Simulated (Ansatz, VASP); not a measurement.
**Ir in VASP and in Ansatz**

```
Ir
1.0
     0.00000    2.96202    2.96202
     2.96202    0.00000    2.96202
     2.96202    2.96202    0.00000
Ir
3
Direct
  0.25000 0.25000 0.25000
  0.50000 0.50000 0.50000
  0.75000 0.75000 0.75000
```

Alike in both runs: functional PBE; k mesh 6 × 6 × 6; occupations gaussian, width 0.1 eV; no spin polarisation.

Ansatz relaxed the structure, and its values are those at the end. VASP's run is a single point on that final structure, the one shown.

|  | VASP | Ansatz |
| --- | --- | --- |
| version | VASP 6.6.1 | Ansatz 0.2.0 |
| potentials or method | VASP PAW PBE potentials, release 64 (Ir), cutoff 520 eV | scalar-relativistic, plane waves, PAW |
| valence electrons in the cell | 27 | 51 |

```tsv
	VASP	Ansatz	Ansatz less VASP
gap on the k mesh at the Fermi level (eV)	none	none	-
pressure (GPa)	0.3	0.0	-0.28
```

A gap of «none» marks a metal or a gap that the smearing closes. VASP's potentials hold 27 valence electrons a cell and Ansatz's 51, so a difference there can come from the potentials and not from the codes.

Neither program's run includes spin-orbit coupling.
